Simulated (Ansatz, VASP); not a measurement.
## Pd: VASP beside Ansatz

File INCAR:

```
PREC = Accurate
ENCUT = 600
EDIFF = 1E-6
ISMEAR = 1
SIGMA = 0.1
LREAL = False
LASPH = True
NELM = 60
ALGO = Normal
ISIF = 3
LWAVE = False
LCHARG = False
GGA = PE
IBRION = 2
NSW = 60
EDIFFG = -0.005
```

The input KPOINTS:

```
regular mesh
0
Gamma
  24 24 24
```

The input POSCAR:

```
Pd
1.0
    0.0000000000      1.9450000000      1.9450000000
    1.9450000000      0.0000000000      1.9450000000
    1.9450000000      1.9450000000      0.0000000000
Pd
1
Direct
    0.0000000000      0.0000000000      0.0000000000
```

Input for Ansatz:

```yaml
crystal:
  lattice:
    - [0.0, 1.945, 1.945]
    - [1.945, 0.0, 1.945]
    - [1.945, 1.945, 0.0]
  atoms:
    - { symbol: Pd, position: [0.0, 0.0, 0.0] }
kpoints:
  mp_grid: { grid: [24, 24, 24] }
scf:
  occupations: { method: cold, width: 0.1 }
hamiltonian:
  xc: pbe
  pseudopotentials: { kind: paw, azcp: { folder: soft_1 } }
output:
  forces: true
  stress: true
  populations: false
relax:
  f_tol: 0.005
  max_steps: 40
  cell: {}
```

Alike in both runs: task relaxation of cell and atoms; functional PBE; k mesh 24 × 24 × 24; no spin polarisation.

```csv
,VASP,Ansatz
version,VASP 6.6.1,Ansatz 0.2.0
potentials or method,"VASP PAW PBE potentials, release 64 (Pd)","plane-wave PAW, scalar-relativistic"
plane-wave cutoff (eV),600,420
occupations,"methfessel-paxton of order 1, width 0.1 eV","cold, width 0.1 eV"
valence electrons in the cell,10,18
```

```csv
,VASP,Ansatz,Ansatz less VASP
relaxed volume (Å³/atom),15.28,15.32,+0.036
relaxed cell length with the largest relative difference (Å),2.785,2.788,+0.0022
```

VASP's potentials hold 10 valence electrons a cell and Ansatz's 18, so a difference there can come from the potentials and not from the codes.
